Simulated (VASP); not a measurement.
# TiB6 (F-43m) in VASP: notebook, part 2 of 2

VASP 6.6.1. Earlier steps stand in the parts before.

## (4) Single point, PBE

This run uses another cell than the first one, of 8.71 Å³/atom, 1.047 times its volume.

The input, INCAR:

```
  PREC = Accurate
  ENCUT = 520
  EDIFF = 1E-7
  ISMEAR = 0
  SIGMA = 0.1
  LREAL = False
  LASPH = True
  NELM = 80
  ALGO = Normal
  ISIF = 2
  LWAVE = False
  LCHARG = False
  GGA = PE
  NBANDS = 24
```

The input, KPOINTS:

```
regular mesh
0
Gamma
  10 10 10
```

The input, POSCAR:

```
TiB6
1.0
    0.0000000000      3.1241075557      3.1241075557
    3.1241075557      0.0000000000      3.1241075557
    3.1241075557      3.1241075557      0.0000000000
Ti B
1 6
Direct
    0.5000000000      0.5000000000      0.5000000000
    0.0392687791      0.4607312209      0.4607312209
    0.4607312209      0.0392687791      0.0392687791
    0.4607312209      0.4607312209      0.0392687791
    0.0392687791      0.0392687791      0.4607312209
    0.0392687791      0.4607312209      0.0392687791
    0.4607312209      0.0392687791      0.4607312209
```

Potentials or basis: VASP PAW PBE potentials, release 64 (Ti_sv, B).

On the command line:

```sh
$ cat potpaw_PBE.64/Ti_sv/POTCAR potpaw_PBE.64/B/POTCAR > POTCAR
$ mpirun -np 1 vasp_std > vasp.out
```

OUTCAR:

```text
PREC = Accurate
   ENCUT = 520
   EDIFF = 1E-7
   ISMEAR = 0
   LREAL = False
   LASPH = True
   NELM = 80
   ISIF = 2
   GGA = PE

 ion  position               nearest neighbor table
   1  0.500  0.500  0.500-   2 2.22   5 2.22   6 2.22   3 2.22   5 2.22   7 2.22   3 2.22   4 2.22
                             6 2.22   2 2.22   4 2.22   7 2.22
   2  0.039  0.461  0.461-   4 1.86   5 1.86   6 1.86   7 1.86   1 2.22   1 2.22
   3  0.461  0.039  0.039-   4 1.86   5 1.86   6 1.86   7 1.86   1 2.22   1 2.22
   4  0.461  0.461  0.039-   2 1.86   3 1.86   6 1.86   7 1.86   1 2.22   1 2.22
   5  0.039  0.039  0.461-   2 1.86   3 1.86   6 1.86   7 1.86   1 2.22   1 2.22
   6  0.039  0.461  0.039-   2 1.86   3 1.86   4 1.86   5 1.86   1 2.22   1 2.22
   7  0.461  0.039  0.461-   2 1.86   3 1.86   4 1.86   5 1.86   1 2.22   1 2.22

  LATTYP: Found a face centered cubic cell.
 ALAT       =     6.2482151114

  Lattice vectors:

 A1 = (   0.0000000000,   3.1241075557,   3.1241075557)
 A2 = (   3.1241075557,   0.0000000000,   3.1241075557)
 A3 = (   3.1241075557,   3.1241075557,   0.0000000000)

Analysis of symmetry for initial positions (statically):
=====================================================================
 Subroutine PRICEL returns:
 Original cell was already a primitive cell.

 Routine SETGRP: Setting up the symmetry group for a
 face centered cubic supercell.

 Subroutine GETGRP returns: Found 24 space group operations
 (whereof 24 operations were pure point group operations)
 out of a pool of 48 trial point group operations.

The static configuration has the point symmetry T_d .

Analysis of symmetry for dynamics (positions and initial velocities):
=====================================================================
 Subroutine PRICEL returns:
 Original cell was already a primitive cell.

 Routine SETGRP: Setting up the symmetry group for a
 face centered cubic supercell.

 Subroutine GETGRP returns: Found 24 space group operations
 (whereof 24 operations were pure point group operations)
 out of a pool of 48 trial point group operations.

The dynamic configuration has the point symmetry T_d .

 Subroutine INISYM returns: Found 24 space group operations
 (whereof 24 operations are pure point group operations),
 and found     1 'primitive' translations

----------------------------------------------------------------------------------------

                                     Primitive cell

  volume of cell :      60.9829

  direct lattice vectors                    reciprocal lattice vectors
     0.000000000  3.124107556  3.124107556    -0.160045706  0.160045706  0.160045706
     3.124107556  0.000000000  3.124107556     0.160045706 -0.160045706  0.160045706
     3.124107556  3.124107556  0.000000000     0.160045706  0.160045706 -0.160045706

  length of vectors
     4.418155276  4.418155276  4.418155276     0.277207295  0.277207295  0.277207295

  position of ions in fractional coordinates (direct lattice)
     0.500000000  0.500000000  0.500000000
     0.039268779  0.460731221  0.460731221
     0.460731221  0.039268779  0.039268779
     0.460731221  0.460731221  0.039268779
     0.039268779  0.039268779  0.460731221
     0.039268779  0.460731221  0.039268779
[... 43 lines left out ...]
  0.300000  0.000000  0.000000      8.000000
  0.400000  0.000000  0.000000      8.000000
  0.500000  0.000000  0.000000      4.000000
[... 16 lines left out ...]
  0.300000  0.300000  0.000000      6.000000
  0.400000  0.300000  0.000000     24.000000
 [... further k-points ...]
   k-points           NKPTS =     47   k-points in BZ     NKDIM =     47   number of bands    NBANDS=     24
   number of dos      NEDOS =    301   number of ions     NIONS =      7
   total plane-waves  NPLWV =  46656
   dimension x,y,z NGX =    36 NGY =   36 NGZ =   36
   dimension x,y,z NGXF=    72 NGYF=   72 NGZF=   72
   ions per type =               1   6
   NGX,Y,Z   is equivalent  to a cutoff of  13.55, 13.55, 13.55 a.u.
   NGXF,Y,Z  is equivalent  to a cutoff of  27.09, 27.09, 27.09 a.u.
 SYSTEM =  unknown system
   PREC   = accura    normal or accurate (medium, high low for compatibility)
   ISTART =      0    job   : 0-new  1-cont  2-samecut
   ICHARG =      2    charge: 1-file 2-atom 10-const
   ISPIN  =      1    spin polarized calculation?
   LNONCOLLINEAR =      F non collinear calculations
   LSORBIT =      F    spin-orbit coupling
   LASPH  =      T    aspherical Exc in radial PAW
   ENCUT  =  520.0 eV  38.22 Ry    6.18 a.u.   8.21  8.21  8.21*2*pi/ulx,y,z
   NELM   =     80;   NELMIN=  2; NELMDL= -5     # of ELM steps
   EDIFF  = 0.1E-06   stopping-criterion for ELM
   LREAL  =      F    real-space projection
   EDIFFG = 0.1E-05   stopping-criterion for IOM
   NSW    =      0    number of steps for IOM
   IBRION =     -1    ionic relax: 0-MD 1-quasi-New 2-CG
   NFREE  =      0    steps in history (QN), initial steepest desc. (CG)
   ISIF   =      2    stress and relaxation
   ISYM   =      2    0-nonsym 1-usesym 2-fastsym
   POTIM  = 0.5000    time-step for ionic-motion
   TEBEG  =    0.0;   TEEND  =   0.0 temperature during run
   PSTRESS=    0.0 pullay stress
   NELECT =      30.0000    total number of electrons
   NUPDOWN=      -1.0000    fix difference up-down
   EMIN   =  10.00;   EMAX   =-10.00  energy-range for DOS
   EFERMI =   0.00;   METHOD = LEGACY
   ISMEAR =     0;   SIGMA  =   0.10  broadening in eV -4-tet -1-fermi 0-gaus
   EFERMI_NEDOS =   21; number of points for ismear=-14 and -15
   IALGO  =     38    algorithm
   IMIX   =      4    mixing-type and parameters
     AMIX     =   0.40;   BMIX     =  1.00
     AMIX_MAG =   1.60;   BMIX_MAG =  1.00
  volume/ion in A,a.u.               =       8.71        58.79
  Fermi-wavevector in a.u.,A,eV,Ry     =   1.292347  2.442182 22.723931  1.670162
  Thomas-Fermi vector in A             =   2.424061
   LORBIT       =      0    0 simple, 1 ext, 2 COOP (PROOUT), +10 PAW based schemes
   GGA     = PE    functional components
   LHFCALC =     F    Hartree Fock is set to
   AEXX    =    0.0000 exact exchange contribution
   IVDW    =     0    specifies the selected vdW correction
   LEPSILON=     F    determine dielectric tensor
   LRPA    =     F    only Hartree local field effects (RPA)
 non-spin polarized calculation
 Gauss-broadening in eV      SIGMA  =   0.10
  energy-cutoff  :      520.00
  volume of cell :       60.98
 maximum number of plane-waves:      1676
 NGX is ok and might be reduce to    36
   NGX = 17   NGY = 17   NGZ = 17

 number of electron      29.9999996 magnetization

 Free energy of the ion-electron system (eV)
  ---------------------------------------------------
  ext. energy  EPLUGINS =         0.00000000
  ---------------------------------------------------
  free energy    TOTEN  =       -43.41257775 eV

  energy without entropy =      -43.40144605  energy(sigma->0) =      -43.40701190

 E-fermi :   6.3671     XC(G=0): -11.6849

 val. band max:        6.3231122025   @ k =   0.4000   0.3000   0.1000
 cond. band min:       6.4026725450   @ k =   0.5000   0.1000   0.0000
 fundamental gap:      0.0795603425
 Fermi energy:         6.3670989667

 k-point     1 :       0.0000    0.0000    0.0000
  band No.  band energies     occupation
      1     -49.1017      2.00000
      2     -25.5330      2.00000
      3     -25.5330      2.00000
      4     -25.5330      2.00000
      5      -8.2056      2.00000
      6      -0.4486      2.00000
[... 637 lines left out ...]
     23      13.1970      0.00000
     24      13.2000      0.00000

 [... further k-points ...]

------------------------ aborting loop because EDIFF is reached ----------------------------------------

  FORCE on cell =-STRESS in cart. coord.  units (eV):
  Direction    XX          YY          ZZ          XY          YZ          ZX
  --------------------------------------------------------------------------------------
  -------------------------------------------------------------------------------------
  Total       -0.0128272     -0.0128272     -0.0128272      0.0000000      0.0000000      0.0000000
  in kB       -0.3370037     -0.3370037     -0.3370037      0.0000000      0.0000000      0.0000000
  external PRESSURE =      -0.3370037 kB  Pullay stress =       0.0000000 kB

 VOLUME and BASIS-vectors are now :
 -----------------------------------------------------------------------------
  energy-cutoff  :      520.00
  volume of cell :       60.98
      direct lattice vectors                 reciprocal lattice vectors
     0.000000000  3.124107556  3.124107556    -0.160045706  0.160045706  0.160045706
     3.124107556  0.000000000  3.124107556     0.160045706 -0.160045706  0.160045706
     3.124107556  3.124107556  0.000000000     0.160045706  0.160045706 -0.160045706

 POSITION                                       TOTAL-FORCE (eV/Angst)
 -----------------------------------------------------------------------------------
      3.12411      3.12411      3.12411         0.000000      0.000000      0.000000
      2.87875      1.56205      1.56205         0.010541      0.000000      0.000000
      0.24536      1.56205      1.56205        -0.010541      0.000000      0.000000
      1.56205      1.56205      2.87875         0.000000      0.000000      0.010541
      1.56205      1.56205      0.24536         0.000000      0.000000     -0.010541
      1.56205      0.24536      1.56205         0.000000     -0.010541      0.000000
      1.56205      2.87875      1.56205         0.000000      0.010541      0.000000
 -----------------------------------------------------------------------------------
    total drift:                                0.000000      0.000000      0.000000

  FREE ENERGIE OF THE ION-ELECTRON SYSTEM (eV)
  ---------------------------------------------------
  free  energy   TOTEN  =       -43.4125777523 eV

  energy  without entropy=      -43.4014460544  energy(sigma->0) =      -43.40701190
```

Run time: 56 s. Hardware: 1 thread of Intel Xeon 6975P-C (Granite Rapids), shared host; peak memory 0.22 GiB.

What came out:

| Item | Value |
| --- | --- |
| Free energy | -43.4126 eV |
| Pressure | 0.0 GPa |
| Largest force | 0.011 eV/Å |
| Band gap on the k mesh | zero (band 15 reaches 6.84 eV, above the bottom of band 16 at 5.00 eV) |

Forces in eV/Å, atoms in the order of the input:
```
Ti   0.000  0.000  0.000
B    0.011  0.000  0.000
B   -0.011  0.000  0.000
B    0.000  0.000  0.011
B    0.000  0.000 -0.011
B    0.000 -0.011  0.000
B    0.000  0.011  0.000
```

## (5) Relaxation of cell and atoms, PBE

This run uses another cell than the first one, of 9.08 Å³/atom, 1.092 times its volume.

The input, INCAR:

```
SYSTEM = TiB6
  ALGO = Normal
  EDIFF = 1E-7
  EDIFFG = -0.04
  ENCUT = 600
  GGA = PE
  IBRION = 2
  ISIF = 3
  ISMEAR = 0
  LASPH = .True.
  LCHARG = .False.
  LREAL = .False.
  LWAVE = .False.
  NELM = 100
  NSW = 90
  PREC = Accurate
  SIGMA = 0.1
```

The input, KPOINTS:

```
k-points
0
Gamma
  6 6 6
  0 0 0
```

The input, POSCAR:

```
TiB6
1.0
    0.0000000000      3.1678818200      3.1678818200
    3.1678818200      0.0000000000      3.1678818200
    3.1678818200      3.1678818200      0.0000000000
Ti B
1 6
Direct
    0.5000000000      0.5000000000      0.5000000000
    0.6065744600      0.8934255400      0.8934255400
    0.8934255400      0.6065744600      0.6065744600
    0.8934255400      0.6065744600      0.8934255400
    0.6065744600      0.8934255400      0.6065744600
    0.8934255400      0.8934255400      0.6065744600
    0.6065744600      0.6065744600      0.8934255400
```

On the command line:

```sh
$ cat potpaw_PBE.64/Ti_sv/POTCAR potpaw_PBE.64/B/POTCAR > POTCAR
$ mpirun -np 1 vasp_std > vasp.out
```

It took 5.6 min on 1 thread of Intel Xeon 6975P-C (Granite Rapids), shared host; peak memory 0.23 GiB.

It converged, with:

```yaml
Free_energy: -43.4517 eV
Relaxed_volume: 8.32 Å³/atom
Relaxed_cell: a = 4.351 Å, b = 4.351 Å, c = 4.351 Å, α = 60.00°, β = 60.00°, γ = 60.00°
Space_group_after_relaxing_to_0.05_Å: F-43m (No. 216)
Energy_gained_by_relaxing: 3674.3 meV/atom
Ionic_steps: 20
Pressure_after_relaxing: 0.0 GPa
Largest_force_after_relaxing: 0.012 eV/Å
Band_gap_on_the_k_mesh: zero (band 15 reaches 7.90 eV, above the bottom of band 16 at 5.44 eV)
```

Forces in eV/Å, atoms in the order of the input:
```
Ti   0.000  0.000  0.000
B   -0.012  0.000  0.000
B    0.012  0.000  0.000
B    0.000 -0.012  0.000
B    0.000  0.012  0.000
B    0.000  0.000 -0.012
B    0.000  0.000  0.012
```

The path:
```tsv
step	energy change (eV)	largest force (eV/Å)	pressure (GPa)	volume (Å³)
1	0.0000	35.9636	163.91	63.58
2	62.8978	97.5035	117.92	193.15
3	-20.0444	2.4434	-25.75	116.25
4	-21.6630	7.4145	18.32	82.43
5	-23.1655	1.7919	-8.85	93.67
6	-24.2933	1.3558	-8.13	83.33
7	-25.4240	1.2173	12.55	61.69
8	-25.5253	0.4189	-12.63	63.70
9	-25.6534	0.0461	-2.06	62.70
10	-25.6534	0.0336	-2.31	62.72
11	-25.6703	0.0975	-0.96	61.61
12	-25.6842	0.1877	1.41	60.01
13	-25.6687	0.3534	7.60	56.90
14	-25.6860	0.2490	2.66	59.31
15	-25.6921	0.2422	2.52	59.07
16	-25.7077	0.1831	2.36	58.35
17	-25.7106	0.0428	3.09	56.93
18	-25.7143	0.0906	2.64	57.50
19	-25.7190	0.0449	1.09	57.93
20	-25.7200	0.0122	-0.01	58.24
```

Final structure:
```
Ti B
1.0
     0.00000    3.07657    3.07657
     3.07657    0.00000    3.07657
     3.07657    3.07657    0.00000
Ti B
1 6
Direct
  0.50000 0.50000 0.50000
  0.47204 0.02796 0.02796
  0.02796 0.47204 0.47204
  0.02796 0.47204 0.02796
  0.47204 0.02796 0.47204
  0.02796 0.02796 0.47204
  0.47204 0.47204 0.02796
```

Levels at points of the mesh, in eV from the Fermi level:
```csv
k point,band 11,band 12,band 13,band 14,band 15,band 16,band 17,band 18,band 19
"(0.00, 0.00, 0.00)",-4.03,-4.03,-2.17,-2.17,-2.17,-1.81,-1.81,5.10,5.10
"(0.50, 0.00, 0.00)",-4.31,-4.31,-2.24,-2.24,0.65,0.78,0.78,3.49,3.49
"(0.50, 0.50, 0.00)",-2.93,-2.93,-1.16,0.24,0.24,1.07,1.73,3.15,3.43
```

## (6) Single point, PBE, collinear spin, ferromagnetic start

The input, INCAR:

```
PREC = Accurate ; ENCUT = 520
EDIFF = 1E-6 ; ISMEAR = 0
SIGMA = 0.1 ; LREAL = False
LASPH = True ; NELM = 150
ALGO = Normal ; ISIF = 2
LWAVE = False ; LCHARG = False
ISPIN = 2 ; MAGMOM = 1 0 0 0 0 0 0
LORBIT = 11 ; LMAXMIX = 4
GGA = PE ; NBANDS = 28
```

The input, KPOINTS:

```
regular mesh
0
Gamma
  6 6 6
```

The input, POSCAR:

```
TiB6
1.0
    0.0000000000      3.0761692429      3.0761692429
    3.0761692429      0.0000000000      3.0761692429
    3.0761692429      3.0761692429      0.0000000000
Ti B
1 6
Direct
    0.5000000000      0.5000000000      0.5000000000
    0.0276871690      0.4723128310      0.4723128310
    0.4723128310      0.0276871690      0.0276871690
    0.4723128310      0.4723128310      0.0276871690
    0.0276871690      0.0276871690      0.4723128310
    0.0276871690      0.4723128310      0.0276871690
    0.4723128310      0.0276871690      0.4723128310
```

Potentials or basis: VASP PAW PBE potentials, release 64 (Ti_sv, B).

On the command line:

```sh
$ cat potpaw_PBE.64/Ti_sv/POTCAR potpaw_PBE.64/B/POTCAR > POTCAR
$ mpirun -np 1 vasp_std > vasp.out
```

Wall time 27 s (1 thread of Intel Xeon 6975P-C (Granite Rapids), shared host); peak memory 0.21 GiB.

The run converged. Its results:

```
Free energy                                           : -43.4428 eV
Pressure                                              : -0.1 GPa
Largest force                                         : 0.005 eV/Å
Band gap on the k mesh                                : zero (filled and empty bands overlap)
Net moment                                            : 0.00 μB per cell
Valence electrons inside the program's atomic spheres : Ti 11.02; B 1.74
```

Forces in eV/Å, atoms in the order of the input:
```
Ti   0.000  0.000  0.000
B    0.005  0.000  0.000
B   -0.005  0.000  0.000
B    0.000  0.000  0.005
B    0.000  0.000 -0.005
B    0.000 -0.005  0.000
B    0.000  0.005  0.000
```

Levels at points of the mesh, in eV from the Fermi level:
Spin up:
```tsv
k point	band 13	band 14	band 15	band 16	band 17	band 18
(0.00, 0.00, 0.00)	-2.19	-2.19	-2.19	-1.82	-1.82	5.09
(0.50, 0.00, 0.00)	-2.25	-2.25	0.66	0.78	0.78	3.48
(0.50, 0.50, 0.00)	-1.17	0.24	0.24	1.08	1.74	3.15
```
Spin down:
```
           k point  band 11  band 12  band 13  band 14  band 15  band 16  band 17  band 18  band 19  band 20
(0.00, 0.00, 0.00)    -4.04    -4.04    -2.19    -2.19    -2.19    -1.82    -1.82     5.09     5.09     5.09
(0.50, 0.00, 0.00)    -4.32    -4.32    -2.25    -2.25     0.66     0.78     0.78     3.48     3.48     4.03
(0.50, 0.50, 0.00)    -2.94    -2.94    -1.17     0.24     0.24     1.08     1.74     3.15     3.41     3.41
```

## (7) Relaxation of cell and atoms, PBE

The input, INCAR:

```
SYSTEM = TiB6
  PREC = Accurate
  ENCUT = 600
  EDIFF = 1E-7
  ISMEAR = 0
  SIGMA = 0.1
  LREAL = .False.
  LASPH = .True.
  NELM = 60
  ALGO = Normal
  ISIF = 3
  LWAVE = .False.
  LCHARG = .False.
  GGA = PE
  IBRION = 2
  NSW = 100
  EDIFFG = -0.01
```

The input, KPOINTS:

```
Automatic mesh
0
Gamma
  10 10 10
  0 0 0
```

POSCAR is that of step 6.

On the command line:

```sh
$ cat potpaw_PBE.64/Ti_sv/POTCAR potpaw_PBE.64/B/POTCAR > POTCAR
$ mpirun -np 1 vasp_std > vasp.out
```

Run time: 5.7 min. Hardware: 1 thread of Intel Xeon 6975P-C (Granite Rapids), shared host; peak memory 0.24 GiB.

The run converged. Its results:

```yaml
Free_energy: -43.4161 eV
Relaxed_volume: 8.67 Å³/atom
Relaxed_cell: a = 4.411 Å, b = 4.411 Å, c = 4.411 Å, α = 60.00°, β = 60.00°, γ = 60.00°
Space_group_after_relaxing_to_0.05_Å: F-43m (No. 216)
Energy_gained_by_relaxing: 3.9 meV/atom
Ionic_steps: 13
Pressure_after_relaxing: 0.1 GPa
Band_gap_on_the_k_mesh: zero (band 15 reaches 6.94 eV, above the bottom of band 16 at 5.01 eV)
```

The path:
| step | energy change (eV) | largest force (eV/Å) | pressure (GPa) | volume (Å³) |
| --- | --- | --- | --- | --- |
| 1 | 0.0000 | 0.1106 | 0.18 | 58.22 |
| 2 | -0.0034 | 0.0921 | 0.50 | 58.30 |
| 3 | -0.0110 | 0.0321 | 1.57 | 58.53 |
| 4 | -0.0110 | 0.1358 | 4.17 | 59.00 |
| 5 | -0.0139 | 0.0294 | 2.64 | 58.74 |
| 6 | -0.0152 | 0.0272 | 2.50 | 58.83 |
| 7 | -0.0187 | 0.0217 | 2.11 | 59.13 |
| 8 | -0.0240 | 0.0162 | 1.38 | 59.72 |
| 9 | -0.0273 | 0.0246 | 0.19 | 60.91 |
| 10 | -0.0274 | 0.0229 | 0.35 | 60.73 |
| 11 | -0.0274 | 0.0225 | 0.38 | 60.69 |
| 12 | -0.0276 | 0.0109 | 0.22 | 60.68 |
| 13 | -0.0276 | 0.0005 | 0.07 | 60.68 |

Final structure:
```
Ti B
1.0
     0.00000    3.11885    3.11885
     3.11885    0.00000    3.11885
     3.11885    3.11885    0.00000
Ti B
1 6
Direct
  0.50000 0.50000 0.50000
  0.03832 0.46168 0.46168
  0.46168 0.03832 0.03832
  0.46168 0.46168 0.03832
  0.03832 0.03832 0.46168
  0.03832 0.46168 0.03832
  0.46168 0.03832 0.46168
```

Levels at points of the mesh, in eV from the Fermi level:
```
           k point  band 13  band 14  band 15  band 16  band 17  band 18
(0.00, 0.00, 0.00)    -1.50    -1.50    -1.44    -1.44    -1.44     5.12
(0.50, 0.00, 0.00)    -1.77    -1.77     0.27     0.92     0.92     3.70
(0.50, 0.50, 0.00)    -0.71     0.16     0.16     0.55     1.71     3.06
```

## (8) Summary

| task | spin | cell | k mesh | cutoff (eV) | gap on the mesh (eV) | pressure (GPa) | relaxed volume (Å³/atom) | largest force (eV/Å) |
| --- | --- | --- | --- | --- | --- | --- | --- | --- |
| single point | off | a = 4.350 Å, angles 60.0°, 7 atoms | 6 × 6 × 6 | 520 | none | -0.1 | - | 0.01 |
| single point | off | a = 4.480 Å, angles 60.0°, 7 atoms | 6 × 6 × 6 | 520 | none | 164.0 | - | 35.96 |
| single point | off | a = 4.418 Å, angles 60.0°, 7 atoms | 10 × 10 × 10 | 520 | none | 0.0 | - | 0.01 |
| relaxation of cell and atoms | off | relaxed from a = 4.480 Å, angles 60.0°, 7 atoms | 6 × 6 × 6 | 600 | none | 0.0 | 8.32 | 0.01 |
| single point | collinear, ferromagnetic start | a = 4.350 Å, angles 60.0°, 7 atoms | 6 × 6 × 6 | 520 | none | -0.1 | - | 0.01 |
| relaxation of cell and atoms | off | relaxed from a = 4.350 Å, angles 60.0°, 7 atoms | 10 × 10 × 10 | 600 | none | 0.1 | 8.67 | - |

Alike in all rows: level PBE; potentials or basis VASP PAW PBE potentials, release 64 (Ti_sv, B); smearing gaussian 0.1 eV.

Caveats: forces of over 1 eV/Å act on the atoms, so gaps and moduli don't describe the material at rest (some runs).

Absolute energies hang on the potentials; compare differences alone.
